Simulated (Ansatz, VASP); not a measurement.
This is a calculation of MgS for Ansatz 0.2.0.

File input.yaml:

```yaml
crystal:
  lattice:
    - [0.0, 2.60165, 2.60165]
    - [2.60165, 0.0, 2.60165]
    - [2.60165, 2.60165, 0.0]
  atoms:
    - { symbol: S, position: [0.5, 0.5, 0.5] }
    - { symbol: Mg, position: [0.0, 0.0, 0.0] }
hamiltonian:
  xc: rpbe
  pseudopotentials: { kind: paw }
  dispersion: d3bj
kpoints:
  mp_grid: { grid: [9, 9, 9] }
scf:
  occupations: { method: fermi_dirac, width: 0.05 }
output:
  forces: true
  stress: true
  eigenvalues: true
relax:
  f_tol: 0.01
  max_steps: 40
  cell: { stress_tol: 0.05 }
```

Potentials or basis: Ansatz PAW.

Launch:

```console
$ ansatz run input.yaml --threads 2 --pin off --max-ram 5632MiB --backend cpu --events-out ev --progress --plain --runs-dir out
```

Task: Translate it to VASP 6.6.1. Potentials there: VASP PAW PBE potentials, release 64 (S, Mg).

Result: As run (the cutoff follows the program's own potentials):

INCAR

```
SYSTEM = MgS
PREC = Accurate
ENCUT = 600
EDIFF = 1E-6
ISMEAR = -1
SIGMA = 0.05
LREAL = .False.
LASPH = .True.
NELM = 100
ALGO = Normal
ISIF = 3
LWAVE = .False.
LCHARG = .False.
GGA = RP
IVDW = 12
IBRION = 2
NSW = 60
EDIFFG = -0.01
```

The input KPOINTS:

```
Automatic mesh
0
Gamma
  9 9 9
  0 0 0
```

POSCAR

```
MgS
1.0
    0.0000000000      2.6016500000      2.6016500000
    2.6016500000      0.0000000000      2.6016500000
    2.6016500000      2.6016500000      0.0000000000
S Mg
1 1
Direct
    0.5000000000      0.5000000000      0.5000000000
    0.0000000000      0.0000000000      0.0000000000
```

Potentials or basis: VASP PAW PBE potentials, release 64 (S, Mg).

Launch:

```console
$ cat potpaw_PBE.64/S/POTCAR potpaw_PBE.64/Mg/POTCAR > POTCAR
$ mpirun -np 1 vasp_std > vasp.out
```

Both were run:

|  | VASP | Ansatz | Ansatz less VASP |
| --- | --- | --- | --- |
| gap on the k mesh at the Fermi level, each at its own relaxed structure (eV) | 3.40 | 3.41 | +0.012 |
| relaxed volume (Å³/atom) | 14.80 | 14.87 | +0.070 |
| relaxed cell length with the largest relative difference (Å) | 3.472 | 3.478 | +0.0054 |

VASP's potentials were made for PBE, not for RPBE. VASP's potentials hold 8 valence electrons a cell and Ansatz's 16, so a difference there can come from the potentials and not from the codes.

Noted on VASP's run: the volume moved by over 15 % at a fixed basis, so the end points are rough. Noted on Ansatz's run: the volume moved by over 15 % at a fixed basis, so the end points are rough; odd divisions of the mesh miss points on the zone boundary, where band edges often lie, so the gap on the mesh can be too wide; the plane-wave basis is chosen anew once the cell has moved, so the energies of steps on either side of that aren't comparable.
